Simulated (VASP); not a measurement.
# Ag (Fm-3m) in VASP: notebook

Runs on Ag. Level: LDA. Tasks: relaxation of cell and atoms.

All numbers are computed with VASP 6.6.1; they aren't measurements. Logs are shortened: lines on timing, memory, paths and dates and some standing lists are left out, and cuts for length are marked.

## 1. The cell of the first run

The structure is cubic, space group Fm-3m (No. 225). The conventional cell has a = 4.002 Å, b = 4.002 Å, c = 4.002 Å, α = 90.00°, β = 90.00°, γ = 90.00°. Within 3.7 Å of Ag (site symmetry m-3m) lie 12 Ag at 2.83 Å.

## 2. Relaxation of cell and atoms, LDA

INCAR reads:

```
SYSTEM = Ag
  ALGO = Normal
  EDIFF = 1E-7
  EDIFFG = -0.001
  ENCUT = 600
  GGA = CA
  IBRION = 2
  ISIF = 3
  ISMEAR = -1
  LASPH = .TRUE.
  LCHARG = .FALSE.
  LREAL = .FALSE.
  LWAVE = .FALSE.
  NELM = 80
  NSW = 80
  PREC = Accurate
  SIGMA = 0.15
```

KPOINTS reads:

```
k-points
0
G
  16 16 16
  0 0 0
```

POSCAR reads:

```
Ag
1.0
    0.0000000000      2.0009086786      2.0009086786
    2.0009086786      0.0000000000      2.0009086786
    2.0009086786      2.0009086786      0.0000000000
Ag
1
Direct
    0.0000000000      0.0000000000      0.0000000000
```

Potentials or basis: VASP PAW LDA potentials, release 64 (Ag).

Launch:

```
cat potpaw_LDA.64/Ag/POTCAR > POTCAR
mpirun -np 1 vasp_std > vasp.out
```

OUTCAR:

```text
SYSTEM = Ag
   EDIFF = 1E-7
   EDIFFG = -0.001
   ENCUT = 600
   GGA = CA
   IBRION = 2
   ISIF = 3
   ISMEAR = -1
   LASPH = .TRUE.
   LREAL = .FALSE.
   NELM = 80
   NSW = 80
   PREC = Accurate

 ion  position               nearest neighbor table
   1  0.000  0.000  0.000-

  LATTYP: Found a face centered cubic cell.
 ALAT       =     4.0018173572

  Lattice vectors:

 A1 = (   0.0000000000,   2.0009086786,   2.0009086786)
 A2 = (   2.0009086786,   0.0000000000,   2.0009086786)
 A3 = (   2.0009086786,   2.0009086786,   0.0000000000)

Analysis of symmetry for initial positions (statically):
=====================================================================
 Subroutine PRICEL returns:
 Original cell was already a primitive cell.

 Routine SETGRP: Setting up the symmetry group for a
 face centered cubic supercell.

 Subroutine GETGRP returns: Found 48 space group operations
 (whereof 48 operations were pure point group operations)
 out of a pool of 48 trial point group operations.

The static configuration has the point symmetry O_h .

Analysis of symmetry for dynamics (positions and initial velocities):
=====================================================================
 Subroutine PRICEL returns:
 Original cell was already a primitive cell.

 Routine SETGRP: Setting up the symmetry group for a
 face centered cubic supercell.

 Subroutine GETGRP returns: Found 48 space group operations
 (whereof 48 operations were pure point group operations)
 out of a pool of 48 trial point group operations.

The dynamic configuration has the point symmetry O_h .

 Subroutine INISYM returns: Found 48 space group operations
 (whereof 48 operations are pure point group operations),
 and found     1 'primitive' translations

----------------------------------------------------------------------------------------

                                     Primitive cell

  volume of cell :      16.0218

  direct lattice vectors                    reciprocal lattice vectors
     0.000000000  2.000908679  2.000908679    -0.249886467  0.249886467  0.249886467
     2.000908679  0.000000000  2.000908679     0.249886467 -0.249886467  0.249886467
     2.000908679  2.000908679  0.000000000     0.249886467  0.249886467 -0.249886467

  length of vectors
     2.829712190  2.829712190  2.829712190     0.432816057  0.432816057  0.432816057

  position of ions in fractional coordinates (direct lattice)
     0.000000000  0.000000000  0.000000000

  ion indices of the primitive-cell ions
   primitive index   ion index
                 1           1

----------------------------------------------------------------------------------------

 KPOINTS: k-points

Automatic generation of k-mesh.
 Grid dimensions read from file:
 generate k-points for:   16   16   16

 Generating k-lattice:

  Cartesian coordinates                     Fractional coordinates (reciprocal lattice)
    -0.015617904  0.015617904  0.015617904     0.062500000  0.000000000  0.000000000
     0.015617904 -0.015617904  0.015617904     0.000000000  0.062500000  0.000000000
     0.015617904  0.015617904 -0.015617904     0.000000000  0.000000000  0.062500000

  Length of vectors
     0.027051004  0.027051004  0.027051004

  Shift w.r.t. Gamma in fractional coordinates (k-lattice)
     0.000000000  0.000000000  0.000000000

 Subroutine IBZKPT returns following result:
 ===========================================

 Found    145 irreducible k-points:

 Following reciprocal coordinates:
            Coordinates               Weight
  0.000000  0.000000  0.000000      1.000000
  0.062500  0.000000  0.000000      8.000000
  0.125000  0.000000  0.000000      8.000000
  0.187500  0.000000  0.000000      8.000000
  0.250000  0.000000  0.000000      8.000000
  0.312500  0.000000  0.000000      8.000000
[... 16 lines left out ...]
 -0.125000  0.062500  0.000000     24.000000
 -0.062500  0.062500  0.000000     12.000000
 [... further k-points ...]
   k-points           NKPTS =    145   k-points in BZ     NKDIM =    145   number of bands    NBANDS=      9
   number of dos      NEDOS =    301   number of ions     NIONS =      1
   total plane-waves  NPLWV =  13824
   dimension x,y,z NGX =    24 NGY =   24 NGZ =   24
   dimension x,y,z NGXF=    48 NGYF=   48 NGZF=   48
   ions per type =               1
   NGX,Y,Z   is equivalent  to a cutoff of  14.10, 14.10, 14.10 a.u.
   NGXF,Y,Z  is equivalent  to a cutoff of  28.20, 28.20, 28.20 a.u.
 SYSTEM =  Ag
   PREC   = accura    normal or accurate (medium, high low for compatibility)
   ISTART =      0    job   : 0-new  1-cont  2-samecut
   ICHARG =      2    charge: 1-file 2-atom 10-const
   ISPIN  =      1    spin polarized calculation?
   LNONCOLLINEAR =      F non collinear calculations
   LSORBIT =      F    spin-orbit coupling
   LASPH  =      T    aspherical Exc in radial PAW
   ENCUT  =  600.0 eV  44.10 Ry    6.64 a.u.   5.65  5.65  5.65*2*pi/ulx,y,z
   NELM   =     80;   NELMIN=  2; NELMDL= -5     # of ELM steps
   EDIFF  = 0.1E-06   stopping-criterion for ELM
   LREAL  =      F    real-space projection
   EDIFFG = -.1E-02   stopping-criterion for IOM
   NSW    =     80    number of steps for IOM
   IBRION =      2    ionic relax: 0-MD 1-quasi-New 2-CG
   NFREE  =      1    steps in history (QN), initial steepest desc. (CG)
   ISIF   =      3    stress and relaxation
   ISYM   =      2    0-nonsym 1-usesym 2-fastsym
   POTIM  = 0.5000    time-step for ionic-motion
   TEBEG  =    0.0;   TEEND  =   0.0 temperature during run
   PSTRESS=    0.0 pullay stress
   NELECT =      11.0000    total number of electrons
   NUPDOWN=      -1.0000    fix difference up-down
   EMIN   =  10.00;   EMAX   =-10.00  energy-range for DOS
   EFERMI =   0.00;   METHOD = LEGACY
   ISMEAR =    -1;   SIGMA  =   0.15  broadening in eV -4-tet -1-fermi 0-gaus
   EFERMI_NEDOS =   21; number of points for ismear=-14 and -15
   IALGO  =     38    algorithm
   IMIX   =      4    mixing-type and parameters
     AMIX     =   0.40;   BMIX     =  1.00
     AMIX_MAG =   1.60;   BMIX_MAG =  1.00
  volume/ion in A,a.u.               =      16.02       108.12
  Fermi-wavevector in a.u.,A,eV,Ry     =   1.444226  2.729191 28.378874  2.085788
  Thomas-Fermi vector in A             =   2.562545
   LORBIT       =      0    0 simple, 1 ext, 2 COOP (PROOUT), +10 PAW based schemes
   GGA     = CA    functional components
   LHFCALC =     F    Hartree Fock is set to
   AEXX    =    0.0000 exact exchange contribution
   IVDW    =     0    specifies the selected vdW correction
   LEPSILON=     F    determine dielectric tensor
   LRPA    =     F    only Hartree local field effects (RPA)
 conjugate gradient relaxation of ions
 non-spin polarized calculation
  energy-cutoff  :      600.00
  volume of cell :       16.02
 maximum number of plane-waves:       546
   NGX = 11   NGY = 11   NGZ = 11

--------------------------------------- Ionic step        1  -------------------------------------------

 number of electron      11.0000002 magnetization

 Free energy of the ion-electron system (eV)
  ---------------------------------------------------
  ext. energy  EPLUGINS =         0.00000000
  ---------------------------------------------------
  free energy    TOTEN  =        -3.79194686 eV

  energy without entropy =       -3.77369148  energy(sigma->0) =       -3.78281917

------------------------ aborting loop because EDIFF is reached ----------------------------------------

  FORCE on cell =-STRESS in cart. coord.  units (eV):
  Direction    XX          YY          ZZ          XY          YZ          ZX
  --------------------------------------------------------------------------------------
  -------------------------------------------------------------------------------------
  Total        0.0120810      0.0120810      0.0120810     -0.0000000      0.0000000      0.0000000
  in kB        1.2080936      1.2080936      1.2080936     -0.0000000      0.0000000      0.0000000
  external PRESSURE =       1.2080936 kB  Pullay stress =       0.0000000 kB

 VOLUME and BASIS-vectors are now :
 -----------------------------------------------------------------------------
  energy-cutoff  :      600.00
  volume of cell :       16.02
      direct lattice vectors                 reciprocal lattice vectors
     0.000000000  2.000908679  2.000908679    -0.249886467  0.249886467  0.249886467
     2.000908679  0.000000000  2.000908679     0.249886467 -0.249886467  0.249886467
     2.000908679  2.000908679  0.000000000     0.249886467  0.249886467 -0.249886467
[... 36 lines left out ...]
 POSITION                                       TOTAL-FORCE (eV/Angst)
 -----------------------------------------------------------------------------------
      2.00207      2.00207      4.00415        -0.000000      0.000000     -0.000000
 -----------------------------------------------------------------------------------
    total drift:                               -0.000000     -0.000000     -0.000000

  FREE ENERGIE OF THE ION-ELECTRON SYSTEM (eV)
  ---------------------------------------------------
  free  energy   TOTEN  =        -3.7919473888 eV

  energy  without entropy=       -3.7736747271  energy(sigma->0) =       -3.78281106

--------------------------------------- Ionic step        3  -------------------------------------------

 number of electron      11.0000002 magnetization

 Free energy of the ion-electron system (eV)
  ---------------------------------------------------
  ext. energy  EPLUGINS =         0.00000000
  ---------------------------------------------------
  free energy    TOTEN  =        -3.79195242 eV

  energy without entropy =       -3.77368821  energy(sigma->0) =       -3.78282032

 E-fermi :   9.0323     XC(G=0): -12.9479

 val. band max:        9.0102042794   @ k =   0.5000   0.3125   0.1250
 cond. band min:       9.2814904007   @ k =   0.5000   0.3750   0.1250
 fundamental gap:      0.2712861213
 Fermi energy:         9.0323000827

 k-point     1 :       0.0000    0.0000    0.0000
  band No.  band energies     occupation
      1       0.7491      2.00000
      2       4.0325      2.00000
      3       4.0325      2.00000
      4       4.0325      2.00000
      5       5.2072      2.00000
      6       5.2072      2.00000
      7      25.1748      0.00000
      8      29.0469      0.00000
      9      29.0469      0.00000

 k-point     2 :       0.0625    0.0000    0.0000
  band No.  band energies     occupation
      1       0.8776      2.00000
      2       3.9998      2.00000
      3       4.0703      2.00000
      4       4.0703      2.00000
      5       5.1921      2.00000
      6       5.1921      2.00000
      7      25.2292      0.00000
      8      28.0456      0.00000
      9      29.1261      0.00000
[... 253 lines left out ...]
 k-point    24 :      -0.0625    0.0625    0.0000
  band No.  band energies     occupation
      1       1.0868      2.00000
      2       3.9335      2.00000
      3       4.1222      2.00000
      4       4.1535      2.00000
      5       5.1158      2.00000
      6       5.2294      2.00000
      7      25.2645      0.00000
      8      27.0928      0.00000
      9      28.5086      0.00000

 [... further k-points ...]

------------------------ aborting loop because EDIFF is reached ----------------------------------------

  FORCE on cell =-STRESS in cart. coord.  units (eV):
  Direction    XX          YY          ZZ          XY          YZ          ZX
  --------------------------------------------------------------------------------------
  -------------------------------------------------------------------------------------
  Total       -0.0004164     -0.0004164     -0.0004164      0.0000000     -0.0000000     -0.0000000
  in kB       -0.0416070     -0.0416070     -0.0416070      0.0000000     -0.0000000     -0.0000000
  external PRESSURE =      -0.0416070 kB  Pullay stress =       0.0000000 kB

 VOLUME and BASIS-vectors are now :
 -----------------------------------------------------------------------------
  energy-cutoff  :      600.00
  volume of cell :       16.04
      direct lattice vectors                 reciprocal lattice vectors
    -0.000000000  2.001497680  2.001497680    -0.249812930  0.249812930  0.249812930
     2.001497680  0.000000000  2.001497680     0.249812930 -0.249812930  0.249812930
     2.001497680  2.001497680  0.000000000     0.249812930  0.249812930 -0.249812930

 POSITION                                       TOTAL-FORCE (eV/Angst)
 -----------------------------------------------------------------------------------
      0.00000      0.00000      0.00000        -0.000000     -0.000000      0.000000
 -----------------------------------------------------------------------------------
    total drift:                               -0.000000     -0.000000     -0.000000

  FREE ENERGIE OF THE ION-ELECTRON SYSTEM (eV)
  ---------------------------------------------------
  free  energy   TOTEN  =        -3.7919524206 eV

  energy  without entropy=       -3.7736882104  energy(sigma->0) =       -3.78282032

 reached required accuracy - stopping structural energy minimisation
```

Run time: 45 s. Hardware: 1 thread of Intel Xeon 8259CL, shared host; peak memory 0.15 GiB.

Results:

| Quantity | Value |
| --- | --- |
| Free energy | -3.7920 eV |
| Relaxed volume | 16.04 Å³/atom |
| Relaxed cell | a = 2.831 Å, b = 2.831 Å, c = 2.831 Å, α = 60.00°, β = 60.00°, γ = 60.00° |
| Space group after relaxing (to 0.05 Å) | Fm-3m (No. 225) |
| Energy gained by relaxing | 0.0 meV/atom |
| Ionic steps | 3 |
| Pressure after relaxing | 0.0 GPa |

Final structure:
```
CELL_PARAMETERS angstrom
0.00000 2.00150 2.00150
2.00150 0.00000 2.00150
2.00150 2.00150 0.00000
ATOMIC_POSITIONS crystal
Ag 0.00000 0.00000 0.00000
```

Levels at points of the mesh, in eV from the Fermi level:
| k point | band 2 | band 3 | band 4 | band 5 | band 6 | band 7 | band 8 | band 9 |
| --- | --- | --- | --- | --- | --- | --- | --- | --- |
| (0.00, 0.00, 0.00) | -5.00 | -5.00 | -5.00 | -3.83 | -3.83 | 16.14 | 20.01 | 20.01 |
| (0.50, 0.00, 0.00) | -5.02 | -5.02 | -2.93 | -2.93 | -0.60 | 3.93 | 15.41 | 18.36 |
| (0.50, 0.50, 0.00) | -6.68 | -2.96 | -2.70 | -2.70 | 1.49 | 7.22 | 10.88 | 10.88 |

## 3. Relaxation of cell and atoms, LDA

This run uses another cell than the first one, of 16.11 Å³/atom, 1.006 times its volume.

INCAR reads:

```
ALGO = Normal
EDIFF = 1E-6
EDIFFG = -0.002
ENCUT = 600
GGA = CA
IBRION = 2
ISIF = 3
ISMEAR = 0
LASPH = T
LCHARG = F
LREAL = F
LWAVE = F
NELM = 60
NSW = 100
PREC = Accurate
SIGMA = 0.1
```

KPOINTS reads:

```
k-points
0
Gamma
  16 16 16
```

POSCAR reads:

```
Ag
1.0
    0.0000000000      2.0046159245      2.0046159245
    2.0046159245      0.0000000000      2.0046159245
    2.0046159245      2.0046159245      0.0000000000
Ag
1
Direct
    0.0000000000      0.0000000000      0.0000000000
```

Potentials or basis: VASP PAW LDA potentials, release 64 (Ag).

Launch:

```
cat potpaw_LDA.64/Ag/POTCAR > POTCAR
mpirun -np 1 vasp_std > vasp.out
```

Wall time 43 s (1 thread of Intel Xeon 8259CL, shared host); peak memory 0.15 GiB.

It converged, with:

| Quantity | Value |
| --- | --- |
| Free energy | -3.7835 eV |
| Relaxed volume | 16.03 Å³/atom |
| Relaxed cell | a = 2.830 Å, b = 2.830 Å, c = 2.830 Å, α = 60.00°, β = 60.00°, γ = 60.00° |
| Space group after relaxing (to 0.05 Å) | Fm-3m (No. 225) |
| Energy gained by relaxing | 0.2 meV/atom |
| Ionic steps | 3 |
| Pressure after relaxing | 0.0 GPa |

The path:
```csv
step,energy change (eV),largest force (eV/Å),pressure (GPa),volume (Å³)
1,0.0000,0.0000,-0.70,16.11
2,0.0000,0.0000,0.64,15.95
3,-0.0002,0.0000,0.00,16.03
```

Final structure:
```yaml
crystal:
  lattice:
    - [0.00000, 2.00135, 2.00135]
    - [2.00135, 0.00000, 2.00135]
    - [2.00135, 2.00135, 0.00000]
  atoms:
    - { symbol: Ag, position: [0.00000, 0.00000, 0.00000] }
```

Levels at points of the mesh, in eV from the Fermi level:
```tsv
k point	band 4	band 5	band 6	band 7	band 8	band 9
(0.00, 0.00, 0.00)	-4.96	-3.79	-3.79	16.18	20.05	20.05
(0.50, 0.00, 0.00)	-2.89	-2.89	-0.56	3.97	15.44	18.40
(0.50, 0.50, 0.00)	-2.66	-2.66	1.53	7.26	10.92	10.92
```
